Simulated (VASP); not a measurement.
# RbCl (Fm-3m) in VASP: a series of runs

Runs on RbCl. Level: PBE. Tasks: single point.

All numbers are computed with VASP 6.6.1; they aren't measurements. Logs are shortened: lines on timing, memory, paths and dates and some standing lists are left out, and cuts for length are marked.

**1. The cell of the first run**

It takes space group Fm-3m (No. 225, cubic). The conventional cell has a = 6.617 Å, b = 6.617 Å, c = 6.617 Å, α = 90.00°, β = 90.00°, γ = 90.00°. Rb (site symmetry m-3m) has 6 Cl at 3.31 Å within 4.4 Å. Within 4.4 Å of Cl (site symmetry m-3m) lie 6 Rb at 3.31 Å.

**2. Single point, PBE**

INCAR

```
ALGO     = Normal         # electronic algorithm
EDIFF    = 1E-6           # SCF threshold, eV
ENCUT    = 500            # plane-wave cutoff, eV
GGA      = PE             # functional
GGA_COMPAT= False        
ISIF     = 2              # what is computed and relaxed
ISMEAR   = 0              # smearing method
LASPH    = True           # aspherical terms in the spheres
LCHARG   = True           # write CHGCAR
LELF     = True           # ELF
LREAL    = False          # projectors in reciprocal space
LVHAR    = True         
LWAVE    = False          # write WAVECAR
NBANDS   = 15             # bands
NELM     = 120            # most SCF steps
PREC     = Accurate       # precision mode
SIGMA    = 0.1            # smearing width, eV
```

KPOINTS

```
k-points
0
Gamma
  4 4 4
```

POSCAR

```
RbCl
1.0
    0.0000000000      3.3087073290      3.3087073290
    3.3087073290      0.0000000000      3.3087073290
    3.3087073290      3.3087073290      0.0000000000
Rb Cl
1 1
Direct
    0.0000000000      0.0000000000      0.0000000000
    0.5000000000      0.5000000000      0.5000000000
```

Potentials or basis: VASP PAW PBE potentials, release 64 (Rb_sv, Cl).

Run with:

```bash
> cat potpaw_PBE.64/Rb_sv/POTCAR potpaw_PBE.64/Cl/POTCAR > POTCAR
> mpirun -np 1 vasp_std > vasp.out
```

OUTCAR:

```text
EDIFF = 1E-6
   ENCUT = 500
   GGA = PE
   ISIF = 2
   ISMEAR = 0
   LASPH = True
   LREAL = False
   NELM = 120
   PREC = Accurate

 ion  position               nearest neighbor table
   1  0.000  0.000  0.000-   2 3.31   2 3.31   2 3.31   2 3.31   2 3.31   2 3.31
   2  0.500  0.500  0.500-   1 3.31   1 3.31   1 3.31   1 3.31   1 3.31   1 3.31

  LATTYP: Found a face centered cubic cell.
 ALAT       =     6.6174146580

  Lattice vectors:

 A1 = (   0.0000000000,   3.3087073290,   3.3087073290)
 A2 = (   3.3087073290,   0.0000000000,   3.3087073290)
 A3 = (   3.3087073290,   3.3087073290,   0.0000000000)

Analysis of symmetry for initial positions (statically):
=====================================================================
 Subroutine PRICEL returns:
 Original cell was already a primitive cell.

 Routine SETGRP: Setting up the symmetry group for a
 face centered cubic supercell.

 Subroutine GETGRP returns: Found 48 space group operations
 (whereof 48 operations were pure point group operations)
 out of a pool of 48 trial point group operations.

The static configuration has the point symmetry O_h .

Analysis of symmetry for dynamics (positions and initial velocities):
=====================================================================
 Subroutine PRICEL returns:
 Original cell was already a primitive cell.

 Routine SETGRP: Setting up the symmetry group for a
 face centered cubic supercell.

 Subroutine GETGRP returns: Found 48 space group operations
 (whereof 48 operations were pure point group operations)
 out of a pool of 48 trial point group operations.

The dynamic configuration has the point symmetry O_h .

 Subroutine INISYM returns: Found 48 space group operations
 (whereof 48 operations are pure point group operations),
 and found     1 'primitive' translations

----------------------------------------------------------------------------------------

                                     Primitive cell

  volume of cell :      72.4444

  direct lattice vectors                    reciprocal lattice vectors
     0.000000000  3.308707329  3.308707329    -0.151116418  0.151116418  0.151116418
     3.308707329  0.000000000  3.308707329     0.151116418 -0.151116418  0.151116418
     3.308707329  3.308707329  0.000000000     0.151116418  0.151116418 -0.151116418

  length of vectors
     4.679218779  4.679218779  4.679218779     0.261741314  0.261741314  0.261741314

  position of ions in fractional coordinates (direct lattice)
     0.000000000  0.000000000  0.000000000
     0.500000000  0.500000000  0.500000000

  ion indices of the primitive-cell ions
   primitive index   ion index
                 1           1
                 2           2

----------------------------------------------------------------------------------------

 KPOINTS: k-points

Automatic generation of k-mesh.
 Grid dimensions read from file:
 generate k-points for:    4    4    4

 Generating k-lattice:

  Cartesian coordinates                     Fractional coordinates (reciprocal lattice)
    -0.037779105  0.037779105  0.037779105     0.250000000  0.000000000  0.000000000
     0.037779105 -0.037779105  0.037779105     0.000000000  0.250000000  0.000000000
     0.037779105  0.037779105 -0.037779105     0.000000000  0.000000000  0.250000000

  Length of vectors
     0.065435328  0.065435328  0.065435328

  Shift w.r.t. Gamma in fractional coordinates (k-lattice)
     0.000000000  0.000000000  0.000000000

 Subroutine IBZKPT returns following result:
 ===========================================

 Found      8 irreducible k-points:

 Following reciprocal coordinates:
            Coordinates               Weight
  0.000000  0.000000  0.000000      1.000000
  0.250000  0.000000  0.000000      8.000000
  0.500000  0.000000  0.000000      4.000000
  0.250000  0.250000  0.000000      6.000000
  0.500000  0.250000  0.000000     24.000000
 -0.250000  0.250000  0.000000     12.000000
  0.500000  0.500000  0.000000      3.000000
 -0.250000  0.500000  0.250000      6.000000
   k-points           NKPTS =      8   k-points in BZ     NKDIM =      8   number of bands    NBANDS=     15
   number of dos      NEDOS =    301   number of ions     NIONS =      2
   total plane-waves  NPLWV =  46656
   dimension x,y,z NGX =    36 NGY =   36 NGZ =   36
   dimension x,y,z NGXF=    72 NGYF=   72 NGZF=   72
   ions per type =               1   1
   NGX,Y,Z   is equivalent  to a cutoff of  12.79, 12.79, 12.79 a.u.
   NGXF,Y,Z  is equivalent  to a cutoff of  25.58, 25.58, 25.58 a.u.
 SYSTEM =  unknown system
   PREC   = accura    normal or accurate (medium, high low for compatibility)
   ISTART =      0    job   : 0-new  1-cont  2-samecut
   ICHARG =      2    charge: 1-file 2-atom 10-const
   ISPIN  =      1    spin polarized calculation?
   LNONCOLLINEAR =      F non collinear calculations
   LSORBIT =      F    spin-orbit coupling
   LASPH  =      T    aspherical Exc in radial PAW
   ENCUT  =  500.0 eV  36.75 Ry    6.06 a.u.   8.53  8.53  8.53*2*pi/ulx,y,z
   NELM   =    120;   NELMIN=  2; NELMDL= -5     # of ELM steps
   EDIFF  = 0.1E-05   stopping-criterion for ELM
   LREAL  =      F    real-space projection
   EDIFFG = 0.1E-04   stopping-criterion for IOM
   NSW    =      0    number of steps for IOM
   IBRION =     -1    ionic relax: 0-MD 1-quasi-New 2-CG
   NFREE  =      0    steps in history (QN), initial steepest desc. (CG)
   ISIF   =      2    stress and relaxation
   ISYM   =      2    0-nonsym 1-usesym 2-fastsym
   POTIM  = 0.5000    time-step for ionic-motion
   TEBEG  =    0.0;   TEEND  =   0.0 temperature during run
   PSTRESS=    0.0 pullay stress
   NELECT =      16.0000    total number of electrons
   NUPDOWN=      -1.0000    fix difference up-down
   EMIN   =  10.00;   EMAX   =-10.00  energy-range for DOS
   EFERMI =   0.00;   METHOD = LEGACY
   ISMEAR =     0;   SIGMA  =   0.10  broadening in eV -4-tet -1-fermi 0-gaus
   EFERMI_NEDOS =   21; number of points for ismear=-14 and -15
   IALGO  =     38    algorithm
   IMIX   =      4    mixing-type and parameters
     AMIX     =   0.40;   BMIX     =  1.00
     AMIX_MAG =   1.60;   BMIX_MAG =  1.00
  volume/ion in A,a.u.               =      36.22       244.44
  Fermi-wavevector in a.u.,A,eV,Ry     =   0.989570  1.870016 13.323486  0.979249
  Thomas-Fermi vector in A             =   2.121178
   LORBIT       =      0    0 simple, 1 ext, 2 COOP (PROOUT), +10 PAW based schemes
   GGA     = PE    functional components
   LHFCALC =     F    Hartree Fock is set to
   AEXX    =    0.0000 exact exchange contribution
   IVDW    =     0    specifies the selected vdW correction
   LEPSILON=     F    determine dielectric tensor
   LRPA    =     F    only Hartree local field effects (RPA)
 non-spin polarized calculation
 Gauss-broadening in eV      SIGMA  =   0.10
  energy-cutoff  :      500.00
  volume of cell :       72.44
 maximum number of plane-waves:      1856
 NGX is ok and might be reduce to    36
   NGX = 17   NGY = 17   NGZ = 17

 number of electron      16.0000002 magnetization

 Free energy of the ion-electron system (eV)
  ---------------------------------------------------
  ext. energy  EPLUGINS =         0.00000000
  ---------------------------------------------------
  free energy    TOTEN  =        -6.67051232 eV

  energy without entropy =       -6.67051232  energy(sigma->0) =       -6.67051232

 E-fermi :  -1.4817     XC(G=0):  -7.2859

 val. band max:       -1.9384767468   @ k =   0.0000   0.0000   0.0000
 cond. band min:       3.0068930178   @ k =   0.0000   0.0000   0.0000
 fundamental gap:      4.9453697645
 Fermi energy:        -1.4817019460

 k-point     1 :       0.0000    0.0000    0.0000
  band No.  band energies     occupation
      1     -25.9005      2.00000
      2     -13.9221      2.00000
      3      -9.9494      2.00000
      4      -9.9494      2.00000
      5      -9.9494      2.00000
      6      -1.9385      2.00000
      7      -1.9385      2.00000
      8      -1.9385      2.00000
      9       3.0069      0.00000
     10       6.0438      0.00000
     11       6.0438      0.00000
     12       6.0438      0.00000
     13       7.0165      0.00000
     14       7.0165      0.00000
     15      10.1174      0.00000

 k-point     2 :       0.2500    0.0000    0.0000
  band No.  band energies     occupation
      1     -25.8932      2.00000
      2     -13.9509      2.00000
      3      -9.9555      2.00000
      4      -9.9555      2.00000
      5      -9.9380      2.00000
      6      -2.4040      2.00000
      7      -2.1066      2.00000
      8      -2.1066      2.00000
      9       4.2503      0.00000
     10       5.8126      0.00000
     11       6.7892      0.00000
     12       6.7892      0.00000
     13       7.8640      0.00000
     14       7.8640      0.00000
     15      11.6344      0.00000

 k-point     3 :       0.5000    0.0000    0.0000
  band No.  band energies     occupation
      1     -25.8859      2.00000
      2     -13.9793      2.00000
      3      -9.9614      2.00000
      4      -9.9614      2.00000
      5      -9.9270      2.00000
      6      -2.7762      2.00000
      7      -2.2631      2.00000
      8      -2.2631      2.00000
      9       5.7555      0.00000
     10       5.9750      0.00000
     11       8.1524      0.00000
     12       8.1524      0.00000
     13       9.3680      0.00000
     14       9.3680      0.00000
     15       9.9636      0.00000
[... 55 lines left out ...]
 k-point     7 :       0.5000    0.5000    0.0000
  band No.  band energies     occupation
      1     -25.8818      2.00000
      2     -13.8754      2.00000
      3     -10.1908      2.00000
      4     -10.0442      2.00000
      5     -10.0442      2.00000
      6      -2.2608      2.00000
      7      -2.0415      2.00000
      8      -2.0415      2.00000
      9       4.2803      0.00000
     10       6.0529      0.00000
     11       7.6822      0.00000
     12       8.0957      0.00000
     13       8.3780      0.00000
     14       9.7075      0.00000
     15       9.7075      0.00000

 k-point     8 :      -0.2500    0.5000    0.2500
  band No.  band energies     occupation
      1     -25.8816      2.00000
      2     -13.9060      2.00000
      3     -10.1178      2.00000
      4     -10.1178      2.00000
      5      -9.9394      2.00000
      6      -2.3651      2.00000
      7      -2.1774      2.00000
      8      -2.1774      2.00000
      9       5.7103      0.00000
     10       5.7103      0.00000
     11       7.3331      0.00000
     12       7.3470      0.00000
     13       9.4960      0.00000
     14       9.7493      0.00000
     15      10.2618      0.00000

------------------------ aborting loop because EDIFF is reached ----------------------------------------

  FORCE on cell =-STRESS in cart. coord.  units (eV):
  Direction    XX          YY          ZZ          XY          YZ          ZX
  --------------------------------------------------------------------------------------
  -------------------------------------------------------------------------------------
  Total        0.2571223      0.2571223      0.2571223      0.0000000      0.0000000     -0.0000000
  in kB        5.6865020      5.6865020      5.6865020      0.0000000      0.0000000     -0.0000000
  external PRESSURE =       5.6865020 kB  Pullay stress =       0.0000000 kB

 VOLUME and BASIS-vectors are now :
 -----------------------------------------------------------------------------
  energy-cutoff  :      500.00
  volume of cell :       72.44
      direct lattice vectors                 reciprocal lattice vectors
     0.000000000  3.308707329  3.308707329    -0.151116418  0.151116418  0.151116418
     3.308707329  0.000000000  3.308707329     0.151116418 -0.151116418  0.151116418
     3.308707329  3.308707329  0.000000000     0.151116418  0.151116418 -0.151116418

 POSITION                                       TOTAL-FORCE (eV/Angst)
 -----------------------------------------------------------------------------------
      0.00000      0.00000      0.00000         0.000000      0.000000      0.000000
      3.30871      3.30871      3.30871        -0.000000     -0.000000     -0.000000
 -----------------------------------------------------------------------------------
    total drift:                                0.000000      0.000000      0.000000

  FREE ENERGIE OF THE ION-ELECTRON SYSTEM (eV)
  ---------------------------------------------------
  free  energy   TOTEN  =        -6.6705123214 eV

  energy  without entropy=       -6.6705123214  energy(sigma->0) =       -6.67051232
```

Run time: 11 s. Hardware: 1 thread of Intel Xeon Platinum 8559C (Emerald Rapids), shared host; peak memory 0.19 GiB.

Results:

```yaml
Free_energy: -6.6705 eV
Pressure: 0.6 GPa
Band_gap_on_the_k_mesh: 4.95 eV, direct
```

Levels at points of the mesh, in eV from the valence-band top:
```tsv
k point	band 6	band 7	band 8	band 9	band 10	band 11
(0.00, 0.00, 0.00)	0.00	0.00	0.00	4.95	7.98	7.98
(0.50, 0.00, 0.00)	-0.84	-0.32	-0.32	7.69	7.91	10.09
(0.50, 0.50, 0.00)	-0.32	-0.10	-0.10	6.22	7.99	9.62
```

PBE gaps usually lie below the measured ones, often by a third to a half.

[end of part 1 of 2]
